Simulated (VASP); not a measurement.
Runs of VASP 6.6.1 on Sb. The structure is that of space group Fd-3m (No. 227), or close to it. The cells are those of the table. 

| task | cell | k mesh | cutoff (eV) | gap on the mesh (eV) | pressure (GPa) |
| --- | --- | --- | --- | --- | --- |
| single point | a = 4.937 Å, angles 60.0°, 2 atoms | 9 × 9 × 9 | 520 | none | (b) |
| single point | a = 5.005 Å, angles 60.0°, 2 atoms | 13 × 13 × 13 | 520 | none | -0.1 |
| single point | a = 5.005 Å, angles 60.0°, 2 atoms | 9 × 9 × 9 | 520 | none | -0.1 |
| relaxation of cell and atoms | relaxed from a = 4.700 Å, angles 60.0°, 2 atoms | 8 × 8 × 8 | 600 | none | 0.0 |
| single point | a = 5.198 Å, angles 60.0°, 2 atoms | 9 × 9 × 9 | 520 | none | -2.6 |
| single point | a = 5.135 Å, angles 60.0°, 2 atoms | 9 × 9 × 9 | 520 | none | -1.9 |
| single point | a = 4.796 Å, angles 60.0°, 2 atoms | 9 × 9 × 9 | 520 | none | 4.6 |
| single point | a = 4.868 Å, angles 60.0°, 2 atoms | 9 × 9 × 9 | 520 | none | (a) |

Alike in all rows: level RPBE; potentials or basis VASP PAW PBE potentials, release 64 (Sb); no spin polarisation; smearing fermi-dirac 0.1 eV.

Q: Fill in the values left out.

A: (a) 2.7; (b) 1.2.

Caveats: the PAW data sets were made with another functional, which shifts forces and pressure a little; spin-orbit coupling is left out, which moves the levels of the heavy elements.

A k mesh can miss the band edges, and the runs leave out spin-orbit coupling on Sb.

A gap of «none» marks levels without a gap at the run's occupations.
